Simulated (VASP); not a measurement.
The system is KI.

```
I K
1.0
     0.00000    3.56776    3.56776
     3.56776    0.00000    3.56776
     3.56776    3.56776    0.00000
I K
1 1
Direct
  0.50000 0.50000 0.50000
  0.00000 0.00000 0.00000
```

```yaml
Program: VASP 6.6.1
Task: relaxation of cell and atoms
Functional: revPBE
Potentials_or_basis: VASP PAW PBE potentials, release 64 (I, K_sv)
Cutoff: 390 eV
k_mesh: 5 × 5 × 5
Occupations: gaussian, width 0.03 eV
Spin: no spin polarisation
```

At the start: pressure 1.1 GPa; volume 45.41 Å³/atom.

Question: How do energy, volume and symmetry change on relaxing?

Answer: Over 7 steps the energy falls by 16.9 meV/atom and the volume is 50.63 Å³/atom (+11.5 %); space group Fm-3m (No. 225, to 0.1 Å) before and after.

The path:
```tsv
step	energy change (eV)	largest force (eV/Å)	pressure (GPa)	volume (Å³)
1	0.0000	0.0000	1.14	90.83
2	-0.0226	0.0000	0.57	95.14
3	-0.0322	0.0000	0.07	100.09
4	-0.0323	0.0000	0.00	100.84
5	-0.0338	0.0000	0.02	100.84
6	-0.0338	0.0000	0.03	100.95
7	-0.0338	0.0000	-0.02	101.27
```

Final structure:
```
CELL_PARAMETERS angstrom
0.00000 3.69951 3.69951
3.69951 0.00000 3.69951
3.69951 3.69951 0.00000
ATOMIC_POSITIONS crystal
I 0.50000 0.50000 0.50000
K 0.00000 0.00000 0.00000
```

Caveat: the PAW data sets were made with another functional, which shifts forces and pressure a little.
